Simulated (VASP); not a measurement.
C: single point with PBE

C:

```
C
1.0
     2.38820    0.00000    0.00000
    -1.19410    2.06824    0.00000
     0.00000    0.00000   12.58450
C
12
Direct
  0.00000 0.00000 0.18686
  0.00000 0.00000 0.68686
  0.00000 0.00000 0.31314
  0.00000 0.00000 0.81314
  0.33333 0.66667 0.52077
  0.66667 0.33333 0.02077
  0.33333 0.66667 0.97923
  0.66667 0.33333 0.47923
  0.33333 0.66667 0.64510
  0.66667 0.33333 0.14510
  0.33333 0.66667 0.85490
  0.66667 0.33333 0.35490
```

```json
{
  "Program": "VASP 6.6.1",
  "Task": "single point",
  "Functional": "PBE",
  "Potentials or basis": "VASP PAW PBE potentials, release 64 (C)",
  "Cutoff": "520 eV",
  "k mesh": "12 × 12 × 2",
  "Occupations": "gaussian, width 0.05 eV",
  "Spin": "no spin polarisation"
}
```

```
Pressure               : 53.1 GPa
Largest force          : 0.417 eV/Å
Band gap on the k mesh : 3.94 eV, direct
```

Forces in eV/Å, atoms in the order of the input:
```
C    0.000  0.000  0.417
C    0.000  0.000  0.417
C    0.000  0.000 -0.417
C    0.000  0.000 -0.417
C    0.000  0.000  0.405
C    0.000  0.000  0.405
C    0.000  0.000 -0.405
C    0.000  0.000 -0.405
C    0.000  0.000 -0.296
C    0.000  0.000 -0.296
C    0.000  0.000  0.296
C    0.000  0.000  0.296
```

Stress tensor (GPa, compression positive):
```
84.34  0.00  0.00
 0.00 84.34  0.00
 0.00  0.00 -9.45
```

Levels at points of the mesh, in eV from the valence-band top:
| k point | band 20 | band 21 | band 22 | band 23 | band 24 | band 25 | band 26 | band 27 | band 28 | band 29 |
| --- | --- | --- | --- | --- | --- | --- | --- | --- | --- | --- |
| (0.00, 0.00, 0.00) | -0.80 | -0.80 | -0.41 | 0.00 | 0.00 | 3.94 | 6.33 | 6.33 | 7.28 | 7.28 |
| (0.50, 0.00, 0.00) | -4.93 | -4.45 | -4.42 | -4.08 | -3.47 | 4.80 | 5.71 | 5.92 | 6.13 | 6.36 |
| (0.00, 0.00, 0.50) | -1.50 | -0.25 | -0.25 | -0.25 | -0.25 | 5.41 | 5.41 | 6.66 | 6.66 | 6.66 |
| (0.50, 0.00, 0.50) | -5.22 | -4.31 | -4.31 | -3.75 | -3.75 | 5.05 | 5.05 | 5.86 | 5.86 | 6.76 |

Wall time 41 s on 1 thread of Intel(R) Xeon(R) 6975P-C (Granite Rapids), on a shared host, peak memory 0.19 GiB.

A k mesh can miss the band edges.
